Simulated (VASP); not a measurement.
# Sn2TeS (P6_3/mmc) in VASP: notebook

Runs on Sn2TeS. Level: PBE. Tasks: single point.

All numbers are computed with VASP 6.6.1; they aren't measurements. Logs are shortened: lines on timing, memory, paths and dates and some standing lists are left out, and cuts for length are marked.

## (1) The cell of the first run

It takes space group P6_3/mmc (No. 194, hexagonal). The conventional cell has a = 4.286 Å, b = 4.286 Å, c = 14.692 Å, α = 90.00°, β = 90.00°, γ = 120.00°. Within 3.9 Å of Sn (site symmetry 3m) lie 3 S at 3.00 Å and 3 Te at 3.17 Å and 1 Sn at 3.39 Å. Te (site symmetry -3m) has 6 Sn at 3.17 Å within 4.2 Å. S (site symmetry -6m2) has 6 Sn at 3.00 Å within 3.9 Å.

## (2) Single point, PBE

The input, INCAR:

```
SYSTEM = Sn2TeS
ALGO = Normal ; EDIFF = 1E-6
ENCUT = 520 ; GGA = PE
ISIF = 2 ; ISMEAR = 0
LASPH = .TRUE. ; LCHARG = .FALSE.
LREAL = .FALSE. ; LWAVE = .FALSE.
NBANDS = 50 ; NELM = 60
PREC = Accurate ; SIGMA = 0.1
```

The input, KPOINTS:

```
k-points
0
G
  6 6 2
  0 0 0
```

The input, POSCAR:

```
Sn2TeS
1.0
    4.2863248000      0.0000000000      0.0000000000
   -2.1431624000      3.7120662000      0.0000000000
    0.0000000000      0.0000000000     14.6916363000
Sn Te S
4 2 2
Direct
    0.3333333000      0.6666667000      0.6347790000
    0.6666667000      0.3333333000      0.1347790000
    0.6666667000      0.3333333000      0.3652210000
    0.3333333000      0.6666667000      0.8652210000
    0.0000000000      0.0000000000      0.0000000000
    0.0000000000      0.0000000000      0.5000000000
    0.3333333000      0.6666667000      0.2500000000
    0.6666667000      0.3333333000      0.7500000000
```

Potentials or basis: VASP PAW PBE potentials, release 64 (Sn_d, Te, S).

Command:

```sh
$ cat potpaw_PBE.64/Sn_d/POTCAR potpaw_PBE.64/Te/POTCAR potpaw_PBE.64/S/POTCAR > POTCAR
$ mpirun -np 1 vasp_std > vasp.out
```

OUTCAR:

```text
SYSTEM = Sn2TeS
   EDIFF = 1E-6
   ENCUT = 520
   GGA = PE
   ISIF = 2
   ISMEAR = 0
   LASPH = .TRUE.
   LREAL = .FALSE.
   NELM = 60
   PREC = Accurate

 ion  position               nearest neighbor table
   1  0.333  0.667  0.635-   8 3.00   8 3.00   8 3.00   6 3.17   6 3.17   6 3.17   4 3.39
   2  0.667  0.333  0.135-   7 3.00   7 3.00   7 3.00   5 3.17   5 3.17   5 3.17   3 3.39
   3  0.667  0.333  0.365-   7 3.00   7 3.00   7 3.00   6 3.17   6 3.17   6 3.17   2 3.39
   4  0.333  0.667  0.865-   8 3.00   8 3.00   8 3.00   5 3.17   5 3.17   5 3.17   1 3.39
   5  0.000  0.000  0.000-   2 3.17   4 3.17   2 3.17   4 3.17   2 3.17   4 3.17
   6  0.000  0.000  0.500-   1 3.17   3 3.17   3 3.17   1 3.17   3 3.17   1 3.17
   7  0.333  0.667  0.250-   2 3.00   3 3.00   2 3.00   3 3.00   2 3.00   3 3.00
   8  0.667  0.333  0.750-   1 3.00   4 3.00   1 3.00   4 3.00   1 3.00   4 3.00

  LATTYP: Found a hexagonal cell.
 ALAT       =     4.2863248000
 C/A-ratio  =     3.4275602026

  Lattice vectors:

 A1 = (   4.2863248000,   0.0000000000,   0.0000000000)
 A2 = (  -2.1431624000,   3.7120662000,   0.0000000000)
 A3 = (   0.0000000000,   0.0000000000,  14.6916363000)

Analysis of symmetry for initial positions (statically):
=====================================================================
 Subroutine PRICEL returns:
 Original cell was already a primitive cell.

 Routine SETGRP: Setting up the symmetry group for a
 hexagonal supercell.

 Subroutine GETGRP returns: Found 24 space group operations
 (whereof 12 operations were pure point group operations)
 out of a pool of 24 trial point group operations.

The static configuration has the point symmetry D_3d.
 The point group associated with its full space group is D_6h.

Analysis of symmetry for dynamics (positions and initial velocities):
=====================================================================
 Subroutine PRICEL returns:
 Original cell was already a primitive cell.

 Routine SETGRP: Setting up the symmetry group for a
 hexagonal supercell.

 Subroutine GETGRP returns: Found 24 space group operations
 (whereof 12 operations were pure point group operations)
 out of a pool of 24 trial point group operations.

The dynamic configuration has the point symmetry D_3d.
 The point group associated with its full space group is D_6h.

 Subroutine INISYM returns: Found 24 space group operations
 (whereof 12 operations are pure point group operations),
 and found     1 'primitive' translations

----------------------------------------------------------------------------------------

                                     Primitive cell

  volume of cell :     233.7604

  direct lattice vectors                    reciprocal lattice vectors
     4.286324800  0.000000000  0.000000000     0.233300099  0.134695874  0.000000000
    -2.143162400  3.712066200  0.000000000     0.000000000  0.269391747  0.000000000
     0.000000000  0.000000000 14.691636300     0.000000000  0.000000000  0.068065938

  length of vectors
     4.286324800  4.286324830 14.691636300     0.269391749  0.269391747  0.068065938

  position of ions in fractional coordinates (direct lattice)
     0.333333300  0.666666700  0.634779000
     0.666666700  0.333333300  0.134779000
     0.666666700  0.333333300  0.365221000
     0.333333300  0.666666700  0.865221000
     0.000000000  0.000000000  0.000000000
     0.000000000  0.000000000  0.500000000
     0.333333300  0.666666700  0.250000000
     0.666666700  0.333333300  0.750000000

  ion indices of the primitive-cell ions
   primitive index   ion index
                 1           1
                 2           2
                 3           3
                 4           4
                 5           5
                 6           6
                 7           7
                 8           8

----------------------------------------------------------------------------------------

 KPOINTS: k-points

Automatic generation of k-mesh.
 Grid dimensions read from file:
 generate k-points for:    6    6    2

 Generating k-lattice:

  Cartesian coordinates                     Fractional coordinates (reciprocal lattice)
     0.038883350  0.022449312  0.000000000     0.166666667 -0.000000000  0.000000000
     0.000000000  0.044898625  0.000000000     0.000000000  0.166666667  0.000000000
     0.000000000  0.000000000  0.034032969     0.000000000  0.000000000  0.500000000

  Length of vectors
     0.044898625  0.044898625  0.034032969

  Shift w.r.t. Gamma in fractional coordinates (k-lattice)
     0.000000000  0.000000000  0.000000000

 Subroutine IBZKPT returns following result:
 ===========================================

 Found     14 irreducible k-points:

 Following reciprocal coordinates:
            Coordinates               Weight
  0.000000  0.000000  0.000000      1.000000
  0.166667  0.000000  0.000000      6.000000
  0.333333  0.000000  0.000000      6.000000
  0.500000 -0.000000  0.000000      3.000000
  0.166667  0.166667  0.000000      6.000000
  0.333333  0.166667  0.000000     12.000000
  0.333333  0.333333  0.000000      2.000000
  0.000000  0.000000  0.500000      1.000000
  0.166667  0.000000  0.500000      6.000000
  0.333333  0.000000  0.500000      6.000000
  0.500000 -0.000000  0.500000      3.000000
  0.166667  0.166667  0.500000      6.000000
  0.333333  0.166667  0.500000     12.000000
  0.333333  0.333333  0.500000      2.000000
   k-points           NKPTS =     14   k-points in BZ     NKDIM =     14   number of bands    NBANDS=     50
   number of dos      NEDOS =    301   number of ions     NIONS =      8
   total plane-waves  NPLWV = 114688
   dimension x,y,z NGX =    32 NGY =   32 NGZ =  112
   dimension x,y,z NGXF=    64 NGYF=   64 NGZF=  224
   ions per type =               4   2   2
   NGX,Y,Z   is equivalent  to a cutoff of  12.41, 12.41, 12.67 a.u.
   NGXF,Y,Z  is equivalent  to a cutoff of  24.82, 24.82, 25.35 a.u.
 SYSTEM =  Sn2TeS
   PREC   = accura    normal or accurate (medium, high low for compatibility)
   ISTART =      0    job   : 0-new  1-cont  2-samecut
   ICHARG =      2    charge: 1-file 2-atom 10-const
   ISPIN  =      1    spin polarized calculation?
   LNONCOLLINEAR =      F non collinear calculations
   LSORBIT =      F    spin-orbit coupling
   LASPH  =      T    aspherical Exc in radial PAW
   ENCUT  =  520.0 eV  38.22 Ry    6.18 a.u.   7.97  7.97 27.32*2*pi/ulx,y,z
   NELM   =     60;   NELMIN=  2; NELMDL= -5     # of ELM steps
   EDIFF  = 0.1E-05   stopping-criterion for ELM
   LREAL  =      F    real-space projection
   EDIFFG = 0.1E-04   stopping-criterion for IOM
   NSW    =      0    number of steps for IOM
   IBRION =     -1    ionic relax: 0-MD 1-quasi-New 2-CG
   NFREE  =      0    steps in history (QN), initial steepest desc. (CG)
   ISIF   =      2    stress and relaxation
   ISYM   =      2    0-nonsym 1-usesym 2-fastsym
   POTIM  = 0.5000    time-step for ionic-motion
   TEBEG  =    0.0;   TEEND  =   0.0 temperature during run
   PSTRESS=    0.0 pullay stress
   NELECT =      80.0000    total number of electrons
   NUPDOWN=      -1.0000    fix difference up-down
   EMIN   =  10.00;   EMAX   =-10.00  energy-range for DOS
   EFERMI =   0.00;   METHOD = LEGACY
   ISMEAR =     0;   SIGMA  =   0.10  broadening in eV -4-tet -1-fermi 0-gaus
   EFERMI_NEDOS =   21; number of points for ismear=-14 and -15
   IALGO  =     38    algorithm
   IMIX   =      4    mixing-type and parameters
     AMIX     =   0.40;   BMIX     =  1.00
     AMIX_MAG =   1.60;   BMIX_MAG =  1.00
  volume/ion in A,a.u.               =      29.22       197.19
  Fermi-wavevector in a.u.,A,eV,Ry     =   1.145112  2.163947 17.841058  1.311281
  Thomas-Fermi vector in A             =   2.281801
   LORBIT       =      0    0 simple, 1 ext, 2 COOP (PROOUT), +10 PAW based schemes
   GGA     = PE    functional components
   LHFCALC =     F    Hartree Fock is set to
   AEXX    =    0.0000 exact exchange contribution
   IVDW    =     0    specifies the selected vdW correction
   LEPSILON=     F    determine dielectric tensor
   LRPA    =     F    only Hartree local field effects (RPA)
 non-spin polarized calculation
 Gauss-broadening in eV      SIGMA  =   0.10
  energy-cutoff  :      520.00
  volume of cell :      233.76
 maximum number of plane-waves:      6330
 NGX is ok and might be reduce to    32
   NGX = 15   NGY = 15   NGZ = 55

 number of electron      80.0000011 magnetization

 Free energy of the ion-electron system (eV)
  ---------------------------------------------------
  ext. energy  EPLUGINS =         0.00000000
  ---------------------------------------------------
  free energy    TOTEN  =       -32.15774126 eV

  energy without entropy =      -32.15512696  energy(sigma->0) =      -32.15643411

 E-fermi :   6.1804     XC(G=0):  -9.4050

 val. band max:        5.9940431044   @ k =   0.1667   0.0000   0.0000
 cond. band min:       6.2183453164   @ k =   0.5000  -0.0000   0.0000
 fundamental gap:      0.2243022120
 Fermi energy:         6.1804418582

 k-point     1 :       0.0000    0.0000    0.0000
  band No.  band energies     occupation
      1     -15.6742      2.00000
      2     -15.6728      2.00000
      3     -15.6432      2.00000
      4     -15.6432      2.00000
      5     -15.6419      2.00000
      6     -15.6419      2.00000
[... 42 lines left out ...]
     49       8.9368      0.00000
     50       9.1738      0.00000

 k-point     2 :       0.1667    0.0000    0.0000
  band No.  band energies     occupation
      1     -15.6727      2.00000
      2     -15.6714      2.00000
      3     -15.6470      2.00000
      4     -15.6447      2.00000
      5     -15.6431      2.00000
      6     -15.6414      2.00000
[... 628 lines left out ...]
 k-point    14 :       0.3333    0.3333    0.5000
  band No.  band energies     occupation
      1     -15.6666      2.00000
      2     -15.6666      2.00000
      3     -15.6514      2.00000
      4     -15.6514      2.00000
      5     -15.6493      2.00000
      6     -15.6493      2.00000
[... 42 lines left out ...]
     49      10.6950      0.00000
     50      10.6995      0.00000

------------------------ aborting loop because EDIFF is reached ----------------------------------------

  FORCE on cell =-STRESS in cart. coord.  units (eV):
  Direction    XX          YY          ZZ          XY          YZ          ZX
  --------------------------------------------------------------------------------------
  -------------------------------------------------------------------------------------
  Total       -0.0497766     -0.0497766     -0.0028167     -0.0000000      0.0000000      0.0000000
  in kB       -0.3411653     -0.3411653     -0.0193053     -0.0000000      0.0000000      0.0000000
  external PRESSURE =      -0.2338786 kB  Pullay stress =       0.0000000 kB

 VOLUME and BASIS-vectors are now :
 -----------------------------------------------------------------------------
  energy-cutoff  :      520.00
  volume of cell :      233.76
      direct lattice vectors                 reciprocal lattice vectors
     4.286324800  0.000000000  0.000000000     0.233300099  0.134695874  0.000000000
    -2.143162400  3.712066200  0.000000000     0.000000000  0.269391747  0.000000000
     0.000000000  0.000000000 14.691636300     0.000000000  0.000000000  0.068065938

 POSITION                                       TOTAL-FORCE (eV/Angst)
 -----------------------------------------------------------------------------------
     -0.00000      2.47471      9.32594         0.000000      0.000000     -0.011611
      2.14316      1.23736      1.98012        -0.000000     -0.000000     -0.011611
      2.14316      1.23736      5.36569        -0.000000      0.000000      0.011611
     -0.00000      2.47471     12.71151         0.000000      0.000000      0.011611
      0.00000      0.00000      0.00000         0.000000      0.000000     -0.000000
      0.00000      0.00000      7.34582         0.000000      0.000000     -0.000000
     -0.00000      2.47471      3.67291        -0.000000     -0.000000     -0.000000
      2.14316      1.23736     11.01873         0.000000      0.000000     -0.000000
 -----------------------------------------------------------------------------------
    total drift:                                0.000000     -0.000000      0.000000

  FREE ENERGIE OF THE ION-ELECTRON SYSTEM (eV)
  ---------------------------------------------------
  free  energy   TOTEN  =       -32.1577412566 eV

  energy  without entropy=      -32.1551269593  energy(sigma->0) =      -32.15643411
```

It took 2.6 min on 1 thread of Intel Xeon 6975P-C, shared host; peak memory 0.41 GiB.

What came out:

```yaml
Free_energy: -32.1577 eV
Pressure: 0.0 GPa
Largest_force: 0.012 eV/Å
Band_gap_on_the_k_mesh: zero (band 40 reaches 6.26 eV, above the bottom of band 41 at 6.22 eV)
```

Forces in eV/Å, atoms in the order of the input:
```
Sn   0.000  0.000 -0.012
Sn   0.000  0.000 -0.012
Sn   0.000  0.000  0.012
Sn   0.000  0.000  0.012
Te   0.000  0.000  0.000
Te   0.000  0.000  0.000
S    0.000  0.000  0.000
S    0.000  0.000  0.000
```

Caveat: spin-orbit coupling is left out, which moves the levels of the heavy elements.

## (3) Single point, PBE

The input, INCAR:

```
SYSTEM = Sn2TeS
PREC = Accurate ; ENCUT = 520
EDIFF = 1E-6 ; ISMEAR = 0
SIGMA = 0.2 ; LREAL = .FALSE.
LASPH = .TRUE. ; NELM = 100
ALGO = Normal ; ISIF = 2
LWAVE = .FALSE. ; LCHARG = .TRUE.
GGA = PE ; LELF = .TRUE.
LVHAR = .TRUE. ; NBANDS = 50
```

The input, KPOINTS:

```
regular mesh
0
G
  6 6 2
  0 0 0
```

The input, POSCAR:

```
Sn2TeS
1.0
    4.2863248198      0.0000000000      0.0000000000
   -2.1431624099      3.7120661828      0.0000000000
    0.0000000000      0.0000000000     14.6916363000
Sn Te S
4 2 2
Direct
    0.3333333333      0.6666666667      0.6347790000
    0.6666666667      0.3333333333      0.1347790000
    0.6666666667      0.3333333333      0.3652210000
    0.3333333333      0.6666666667      0.8652210000
    0.0000000000      0.0000000000      0.0000000000
    0.0000000000      0.0000000000      0.5000000000
    0.3333333333      0.6666666667      0.2500000000
    0.6666666667      0.3333333333      0.7500000000
```

Potentials or basis: VASP PAW PBE potentials, release 64 (Sn_d, Te, S).

Command:

```sh
$ cat potpaw_PBE.64/Sn_d/POTCAR potpaw_PBE.64/Te/POTCAR potpaw_PBE.64/S/POTCAR > POTCAR
$ mpirun -np 1 vasp_std > vasp.out
```

Run time: 2.7 min. Hardware: 1 thread of Intel Xeon 6975P-C, shared host; peak memory 0.41 GiB.

The run converged. Its results:

| Quantity | Value |
| --- | --- |
| Free energy | -32.1618 eV |
| Pressure | 0.0 GPa |
| Largest force | 0.006 eV/Å |
| Band gap on the k mesh | zero (band 40 reaches 6.26 eV, above the bottom of band 41 at 6.22 eV) |

Forces on the atoms (eV/Å):
```
Sn   0.000  0.000 -0.006
Sn   0.000  0.000 -0.006
Sn   0.000  0.000  0.006
Sn   0.000  0.000  0.006
Te   0.000  0.000  0.000
Te   0.000  0.000  0.000
S    0.000  0.000  0.000
S    0.000  0.000  0.000
```

Levels at points of the mesh, in eV from the Fermi level:
```csv
k point,band 37,band 38,band 39,band 40,band 41,band 42,band 43,band 44
"(0.00, 0.00, 0.00)",-1.30,-1.30,-0.96,0.08,0.77,1.65,1.65,1.79
"(0.50, 0.00, 0.00)",-2.44,-1.76,-1.14,-0.73,0.04,1.02,1.28,1.70
"(0.00, 0.00, 0.50)",-1.30,-1.30,-0.50,-0.50,1.42,1.42,1.72,1.72
"(0.50, 0.00, 0.50)",-2.09,-2.09,-1.34,-1.34,1.11,1.11,1.60,1.60
```

Caveat: spin-orbit coupling is left out, which moves the levels of the heavy elements.

(Continued in part 2 of 2.)
